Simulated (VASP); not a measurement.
# GdO4 (Im-3m) in VASP: a series of runs

Runs on GdO4. Level: PBE. Tasks: single point.

All numbers are computed with VASP 6.6.1; they aren't measurements. Logs are shortened: lines on timing, memory, paths and dates and some standing lists are left out, and cuts for length are marked.

### Step 1. The cell of the first run

The structure is cubic, space group Im-3m (No. 229). The conventional cell has a = 5.440 Å, b = 5.440 Å, c = 5.440 Å, α = 90.00°, β = 90.00°, γ = 90.00°. Within 3.1 Å of Gd (site symmetry m-3m) lie 8 O at 2.36 Å. O (site symmetry -3m) has 2 Gd at 2.36 Å and 6 O at 2.72 Å within 3.1 Å.

The cell was generated, and may not be a known phase.

### Step 2. Single point, PBE, collinear spin, ferromagnetic start

INCAR

```
SYSTEM = GdO4
PREC     = Accurate       ! precision mode
ENCUT    = 520            ! plane-wave cutoff, eV
EDIFF    = 1E-6           ! SCF threshold, eV
ISMEAR   = 0              ! smearing method
SIGMA    = 0.1            ! smearing width, eV
LREAL    = .FALSE.        ! projectors in reciprocal space
LASPH    = .TRUE.         ! aspherical terms in the spheres
NELM     = 150            ! most SCF steps
ALGO     = Normal         ! electronic algorithm
ISIF     = 2              ! what is computed and relaxed
LWAVE    = .FALSE.        ! write WAVECAR
LCHARG   = .FALSE.        ! write CHGCAR
ISPIN    = 2              ! spin polarisation
MAGMOM   = 7 0 0 0 0      ! initial moments
LORBIT   = 11             ! projections on sites
LMAXMIX  = 6              ! l up to which the mixer works
GGA      = PE             ! functional
NBANDS   = 33             ! bands
```

KPOINTS

```
Automatic mesh
0
G
  4 4 4
  0 0 0
```

POSCAR

```
GdO4
1.0
   -2.7197731801      2.7197731801      2.7197731801
    2.7197731801     -2.7197731801      2.7197731801
    2.7197731801      2.7197731801     -2.7197731801
Gd O
1 4
Direct
    0.0000000000      0.0000000000      0.0000000000
    0.4999797647      0.4999797647      0.4999797647
    0.5000202353      0.0000000000      0.0000000000
    0.0000000000      0.0000000000      0.5000202353
    0.0000000000      0.5000202353      0.0000000000
```

Potentials or basis: VASP PAW PBE potentials, release 64 (Gd, O).

Command:

```console
cat potpaw_PBE.64/Gd/POTCAR potpaw_PBE.64/O/POTCAR > POTCAR
mpirun -np 1 vasp_std > vasp.out
```

OUTCAR:

```text
SYSTEM = GdO4
   PREC = Accurate
   ENCUT = 520
   EDIFF = 1E-6
   ISMEAR = 0
   LREAL = .FALSE.
   LASPH = .TRUE.
   NELM = 150
   ISIF = 2
   ISPIN = 2
   LORBIT = 11
   GGA = PE

 ion  position               nearest neighbor table
   1  0.000  0.000  0.000-   2 2.36   3 2.36   4 2.36   5 2.36   5 2.36   4 2.36   3 2.36   2 2.36

   2  0.500  0.500  0.500-   1 2.36   1 2.36
   3  0.500  0.000  0.000-   1 2.36   1 2.36
   4  0.000  0.000  0.500-   1 2.36   1 2.36
   5  0.000  0.500  0.000-   1 2.36   1 2.36

  LATTYP: Found a body centered cubic cell.
 ALAT       =     5.4395463602

  Lattice vectors:

 A1 = (  -2.7197731801,   2.7197731801,   2.7197731801)
 A2 = (   2.7197731801,  -2.7197731801,   2.7197731801)
 A3 = (   2.7197731801,   2.7197731801,  -2.7197731801)

Analysis of symmetry for initial positions (statically):
=====================================================================
 Subroutine PRICEL returns:
 Original cell was already a primitive cell.

 Routine SETGRP: Setting up the symmetry group for a
 body centered cubic supercell.

 Subroutine GETGRP returns: Found 24 space group operations
 (whereof 24 operations were pure point group operations)
 out of a pool of 48 trial point group operations.

The static configuration has the point symmetry T_d .

Analysis of symmetry for dynamics (positions and initial velocities):
=====================================================================
 Subroutine PRICEL returns:
 Original cell was already a primitive cell.

 Routine SETGRP: Setting up the symmetry group for a
 body centered cubic supercell.

 Subroutine GETGRP returns: Found 24 space group operations
 (whereof 24 operations were pure point group operations)
 out of a pool of 48 trial point group operations.

The dynamic configuration has the point symmetry T_d .

Analysis of structural, dynamic, and magnetic symmetry:
=====================================================================
 Subroutine PRICEL returns:
 Original cell was already a primitive cell.

[... 119 lines left out ...]
  Thomas-Fermi vector in A             =   2.448066
   LORBIT       =     11    0 simple, 1 ext, 2 COOP (PROOUT), +10 PAW based schemes
   GGA     = PE    functional components
   LHFCALC =     F    Hartree Fock is set to
   AEXX    =    0.0000 exact exchange contribution
   IVDW    =     0    specifies the selected vdW correction
   LEPSILON=     F    determine dielectric tensor
   LRPA    =     F    only Hartree local field effects (RPA)
 spin polarized calculation
 Gauss-broadening in eV      SIGMA  =   0.10
  energy-cutoff  :      520.00
  volume of cell :       80.47
 maximum number of plane-waves:      2214
   NGX = 17   NGY = 17   NGZ = 17

 number of electron      42.0000004 magnetization       2.0000005

 Free energy of the ion-electron system (eV)
  ---------------------------------------------------
  ext. energy  EPLUGINS =         0.00000000
  ---------------------------------------------------
  free energy    TOTEN  =       -34.99734793 eV

  energy without entropy =      -34.97611195  energy(sigma->0) =      -34.98672994

 E-fermi :  -1.1351     XC(G=0):  -9.2052

 val. band max:       -1.1635447735   @ k =   0.5000   0.0000   0.0000
 cond. band min:      -1.0111681078   @ k =   0.5000   0.0000   0.0000
 fundamental gap:      0.1523766657
 Fermi energy:        -1.1351235307

 spin component 1

 k-point     1 :       0.0000    0.0000    0.0000
  band No.  band energies     occupation
      1     -43.5787      1.00000
      2     -21.0020      1.00000
      3     -21.0020      1.00000
      4     -21.0020      1.00000
      5     -17.0567      1.00000
      6     -16.0820      1.00000
[... 277 lines left out ...]
     32      10.1696      0.00000
     33      12.3335      0.00000
 Fermi energy:        -1.1351235307

 spin component 2

 k-point     1 :       0.0000    0.0000    0.0000
  band No.  band energies     occupation
      1     -40.4974      1.00000
      2     -18.9177      1.00000
      3     -18.9113      1.00000
      4     -18.9113      1.00000
      5     -18.9113      1.00000
      6     -18.1022      1.00000
[... 277 lines left out ...]
     32      10.8026      0.00000
     33      12.1973      0.00000

------------------------ aborting loop because EDIFF is reached ----------------------------------------

  FORCE on cell =-STRESS in cart. coord.  units (eV):
  Direction    XX          YY          ZZ          XY          YZ          ZX
  --------------------------------------------------------------------------------------
  -------------------------------------------------------------------------------------
  Total       -1.8989183     -1.8989183     -1.8989183      0.0000000     -0.0000000      0.0000000
  in kB      -37.8058337    -37.8058337    -37.8058337      0.0000000     -0.0000000      0.0000000
  external PRESSURE =     -37.8058337 kB  Pullay stress =       0.0000000 kB

 VOLUME and BASIS-vectors are now :
 -----------------------------------------------------------------------------
  energy-cutoff  :      520.00
  volume of cell :       80.47
      direct lattice vectors                 reciprocal lattice vectors
    -2.719773180  2.719773180  2.719773180     0.000000000  0.183838860  0.183838860
     2.719773180 -2.719773180  2.719773180     0.183838860  0.000000000  0.183838860
     2.719773180  2.719773180 -2.719773180     0.183838860  0.183838860  0.000000000

 POSITION                                       TOTAL-FORCE (eV/Angst)
 -----------------------------------------------------------------------------------
      0.00000      0.00000      0.00000         0.000000     -0.000000      0.000000
      1.35983      1.35983      1.35983         0.000411      0.000411      0.000411
     -1.35994      1.35994      1.35994         0.000411     -0.000411     -0.000411
      1.35994      1.35994     -1.35994        -0.000411     -0.000411      0.000411
      1.35994     -1.35994      1.35994        -0.000411      0.000411     -0.000411
 -----------------------------------------------------------------------------------
    total drift:                               -0.000000     -0.000000     -0.000000

  FREE ENERGIE OF THE ION-ELECTRON SYSTEM (eV)
  ---------------------------------------------------
  free  energy   TOTEN  =       -34.9973479310 eV

  energy  without entropy=      -34.9761119522  energy(sigma->0) =      -34.98672994

 total charge

# of ion       s       p       d       f       tot
--------------------------------------------------
    1        2.026   5.670   0.453   6.952  15.102
    2        1.603   3.149   0.000   0.000   4.752
    3        1.603   3.149   0.000   0.000   4.752
    4        1.603   3.149   0.000   0.000   4.752
    5        1.603   3.149   0.000   0.000   4.752
--------------------------------------------------
tot          8.439  18.265   0.453   6.952  34.110

 magnetization (x)

# of ion       s       p       d       f       tot
--------------------------------------------------
    1       -0.003  -0.085   0.084   6.724   6.720
    2       -0.014  -1.016   0.000   0.000  -1.031
    3       -0.014  -1.016   0.000   0.000  -1.031
    4       -0.014  -1.016   0.000   0.000  -1.031
    5       -0.014  -1.016   0.000   0.000  -1.031
--------------------------------------------------
tot         -0.061  -4.151   0.084   6.724   2.597
```

OSZICAR:

```text
N       E                     dE             d eps       ncg     rms          rms(c)
DAV:   1     0.337539109969E+03    0.33754E+03   -0.17543E+04  1580   0.609E+03
[... 13 lines left out ...]
DAV:  72    -0.349975780007E+02    0.28572E-03   -0.29411E-04  1453   0.879E-01    0.127E+00
DAV:  73    -0.349973696914E+02    0.20831E-03   -0.41778E-04  1574   0.104E+00    0.838E-01
DAV:  74    -0.349973575610E+02    0.12130E-04   -0.19650E-04  1988   0.301E-01    0.574E-01
DAV:  75    -0.349973604821E+02   -0.29211E-05   -0.45012E-05  1679   0.468E-02    0.361E-01
DAV:  76    -0.349973512607E+02    0.92214E-05   -0.12076E-05  1463   0.206E-01    0.806E-02
DAV:  77    -0.349973486118E+02    0.26489E-05   -0.74352E-06  1597   0.143E-01    0.120E-01
DAV:  78    -0.349973479310E+02    0.68079E-06   -0.43018E-06  1288   0.113E-01
   1 F= -.34997348E+02 E0= -.34986730E+02  d E =-.212360E-01  mag=     2.0000
```

It took 4.7 min on 1 thread of Intel Xeon Platinum 8375C at 2.90GHz (Ice Lake), shared host; peak memory 0.26 GiB.

Results:

```
Free energy                                           : -34.9973 eV
Pressure                                              : -3.8 GPa
Band gap on the k mesh                                : zero (filled and empty bands overlap)
Net moment                                            : 2.00 μB per cell
Site moments                                          : Gd +6.72; O -1.03 μB
Valence electrons inside the program's atomic spheres : Gd 15.10; O 4.75
```

Caveat: the k points lie up to 0.41 Å⁻¹ apart, too coarse for converged energies and pressures of a metal; spin-orbit coupling is left out, which moves the levels of the heavy elements; a cell with one magnetic atom can't hold antiferromagnetic order, which such compounds often take; semilocal functionals describe open f shells poorly, which spoils levels, moments and volumes.

### Step 3. Single point, PBE, collinear spin, ferromagnetic start

This run uses another cell than the first one, of 15.22 Å³/atom.

INCAR

```
SYSTEM = GdO4
  PREC = Accurate
  ENCUT = 520
  EDIFF = 1E-7
  ISMEAR = 0
  SIGMA = 0.1
  LREAL = .FALSE.
  LASPH = .TRUE.
  NELM = 150
  ALGO = Normal
  ISIF = 2
  LWAVE = .FALSE.
  LCHARG = .FALSE.
  ISPIN = 2
  MAGMOM = 7.41 1.28 1.28 1.28 1.28
  LORBIT = 11
  LMAXMIX = 6
  GGA = PE
  NBANDS = 33
```

KPOINTS

```
Automatic mesh
0
G
  10 10 10
  0 0 0
```

POSCAR

```
GdO4
1.0
   -2.6694995068      2.6694995068      2.6694995068
    2.6694995068     -2.6694995068      2.6694995068
    2.6694995068      2.6694995068     -2.6694995068
Gd O
1 4
Direct
    0.0000000000      0.0000000000      0.0000000000
    0.5000000000      0.5000000000      0.5000000000
    0.5000000000      0.0000000000      0.0000000000
    0.0000000000      0.0000000000      0.5000000000
    0.0000000000      0.5000000000      0.0000000000
```

Potentials or basis: VASP PAW PBE potentials, release 64 (Gd, O).

Command:

```console
cat potpaw_PBE.64/Gd/POTCAR potpaw_PBE.64/O/POTCAR > POTCAR
mpirun -np 1 vasp_std > vasp.out
```

OUTCAR:

```text
SYSTEM = GdO4
   PREC = Accurate
   ENCUT = 520
   EDIFF = 1E-7
   ISMEAR = 0
   LREAL = .FALSE.
   LASPH = .TRUE.
   NELM = 150
   ISIF = 2
   ISPIN = 2
   LORBIT = 11
   GGA = PE

 ion  position               nearest neighbor table
   1  0.000  0.000  0.000-   2 2.31   3 2.31   4 2.31   5 2.31   4 2.31   5 2.31   3 2.31   2 2.31

   2  0.500  0.500  0.500-   1 2.31   1 2.31
   3  0.500  0.000  0.000-   1 2.31   1 2.31
   4  0.000  0.000  0.500-   1 2.31   1 2.31
   5  0.000  0.500  0.000-   1 2.31   1 2.31

  LATTYP: Found a body centered cubic cell.
 ALAT       =     5.3389990136

  Lattice vectors:

 A1 = (  -2.6694995068,   2.6694995068,   2.6694995068)
[... 1081 lines left out ...]
      3     -18.5378      1.00000
      4     -18.5378      1.00000
      5     -18.5378      1.00000
      6     -17.8706      1.00000
[... 853 lines left out ...]
     32       9.3522      0.00000
     33      10.2879      0.00000

 [... further k-points ...]
[... 5 lines left out ...]
  --------------------------------------------------------------------------------------
  -------------------------------------------------------------------------------------
  Total        0.1346012      0.1346012      0.1346012      0.0000000     -0.0000000      0.0000000
  in kB        2.8340669      2.8340669      2.8340669      0.0000000     -0.0000000      0.0000000
  external PRESSURE =       2.8340669 kB  Pullay stress =       0.0000000 kB

 VOLUME and BASIS-vectors are now :
 -----------------------------------------------------------------------------
  energy-cutoff  :      520.00
  volume of cell :       76.09
      direct lattice vectors                 reciprocal lattice vectors
    -2.669499507  2.669499507  2.669499507     0.000000000  0.187301027  0.187301027
     2.669499507 -2.669499507  2.669499507     0.187301027  0.000000000  0.187301027
     2.669499507  2.669499507 -2.669499507     0.187301027  0.187301027  0.000000000

 POSITION                                       TOTAL-FORCE (eV/Angst)
 -----------------------------------------------------------------------------------
      0.00000      0.00000      0.00000         0.000000     -0.000000      0.000000
      1.33475      1.33475      1.33475        -0.000000      0.000000     -0.000000
     -1.33475      1.33475      1.33475        -0.000000     -0.000000      0.000000
      1.33475      1.33475     -1.33475         0.000000      0.000000     -0.000000
      1.33475     -1.33475      1.33475         0.000000     -0.000000      0.000000
 -----------------------------------------------------------------------------------
    total drift:                               -0.000000     -0.000000      0.000000

  FREE ENERGIE OF THE ION-ELECTRON SYSTEM (eV)
  ---------------------------------------------------
  free  energy   TOTEN  =       -35.0178573521 eV

  energy  without entropy=      -34.9987481869  energy(sigma->0) =      -35.00830277

 total charge

# of ion       s       p       d       f       tot
--------------------------------------------------
    1        2.031   5.682   0.493   6.944  15.149
    2        1.605   3.160   0.000   0.000   4.765
    3        1.605   3.160   0.000   0.000   4.765
    4        1.605   3.160   0.000   0.000   4.765
    5        1.605   3.160   0.000   0.000   4.765
--------------------------------------------------
tot          8.452  18.322   0.493   6.944  34.210

 magnetization (x)

# of ion       s       p       d       f       tot
--------------------------------------------------
    1       -0.002  -0.086   0.085   6.680   6.678
    2       -0.014  -1.011   0.000   0.000  -1.025
    3       -0.014  -1.011   0.000   0.000  -1.025
    4       -0.014  -1.011   0.000   0.000  -1.025
    5       -0.014  -1.011   0.000   0.000  -1.025
--------------------------------------------------
tot         -0.059  -4.130   0.085   6.680   2.576
```

OSZICAR:

```text
N       E                     dE             d eps       ncg     rms          rms(c)
DAV:   1     0.357353649244E+03    0.35735E+03   -0.17930E+04  9228   0.618E+03
DAV:   2     0.158073815136E+02   -0.34155E+03   -0.29272E+03  9365   0.737E+02
DAV:   3    -0.404755365615E+02   -0.56283E+02   -0.51944E+02  9382   0.178E+02
[... 13 lines left out ...]
DAV:  63    -0.350178588349E+02    0.23746E-05   -0.76261E-06 10884   0.108E-01    0.168E-01
DAV:  64    -0.350178564983E+02    0.23366E-05   -0.84418E-06  9240   0.177E-01    0.788E-02
DAV:  65    -0.350178572539E+02   -0.75559E-06   -0.46190E-06 10394   0.167E-02    0.422E-02
DAV:  66    -0.350178573539E+02   -0.10005E-06   -0.35356E-07  7077   0.345E-02    0.264E-02
DAV:  67    -0.350178573521E+02    0.17908E-08   -0.90519E-08  4894   0.188E-02
   1 F= -.35017857E+02 E0= -.35008303E+02  d E =-.191092E-01  mag=     2.0000
```

stdout:

```text
POSCAR found type information on POSCAR GdO
 POSCAR found :  2 types and       5 ions
 scaLAPACK will be used
 LDA part: xc-table for (Slater+PW92), standard interpolation
 POSCAR, INCAR and KPOINTS ok, starting setup
 FFT: planning ... GRIDC
 FFT: planning ... GRID_SOFT
 FFT: planning ... GRID
 WAVECAR not read
 entering main loop
```

Wall time 20 min (1 thread of Intel Xeon Platinum 8375C at 2.90GHz (Ice Lake), shared host); peak memory 0.38 GiB.

Results:

```
Free energy                                           : -35.0179 eV
Pressure                                              : 0.3 GPa
Band gap on the k mesh                                : zero (filled and empty bands overlap)
Net moment                                            : 2.00 μB per cell
Site moments                                          : Gd +6.68; O -1.02 μB
Valence electrons inside the program's atomic spheres : Gd 15.15; O 4.76
```

Caveat: spin-orbit coupling is left out, which moves the levels of the heavy elements; a cell with one magnetic atom can't hold antiferromagnetic order, which such compounds often take; semilocal functionals describe open f shells poorly, which spoils levels, moments and volumes.

The gap in the log of VASP goes by the Fermi energy; the results here count the filled bands.